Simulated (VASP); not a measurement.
A run of VASP 6.6.1 is set up as follows.

POSCAR

```
K2S
1.0
    0.0000000000      3.7027186978      3.7027186978
    3.7027186978      0.0000000000      3.7027186978
    3.7027186978      3.7027186978      0.0000000000
K S
2 1
Direct
    0.2500000000      0.2500000000      0.2500000000
    0.7500000000      0.7500000000      0.7500000000
    0.0000000000      0.0000000000      0.0000000000
```

File INCAR.step1:

```
  PREC = Accurate
  ENCUT = 550
  ISMEAR = -1
  SIGMA = 0.05
  LREAL = False
  LASPH = True
  NELM = 120
  NBANDS = 19
  GGA = PE
  ALGO = Normal
  EDIFF = 1E-5
  LWAVE = True
  LCHARG = False
  GGA_COMPAT = False
```

INCAR.step2

```
  PREC = Accurate
  ENCUT = 550
  EDIFF = 1E-6
  ISMEAR = -1
  SIGMA = 0.05
  LREAL = False
  LASPH = True
  NELM = 120
  ALGO = Normal
  ISIF = 2
  LWAVE = False
  LCHARG = False
  METAGGA = R2SCAN
  LMIXTAU = True
  NBANDS = 19
  ISTART = 1
  GGA_COMPAT = False
```

KPOINTS

```
regular mesh
0
Gamma
  4 4 4
```

Potentials or basis: VASP PAW PBE potentials, release 64 (K_sv, S).

Run with:

```bash
$ cat potpaw_PBE.64/K_sv/POTCAR potpaw_PBE.64/S/POTCAR > POTCAR
$ cp INCAR.step1 INCAR
$ mpirun -np 1 vasp_std > vasp.out
$ cp INCAR.step2 INCAR
$ mpirun -np 1 vasp_std > vasp.out
```

Problem. What does it give for the band gap on the k mesh?

Solution. 2.76 eV (least direct gap 2.95 eV).

Problem. Estimate the pressure.

Solution. 0.0 GPa.

Caveat: the PAW data sets were made with another functional, which shifts forces and pressure a little. A k mesh can miss the band edges.
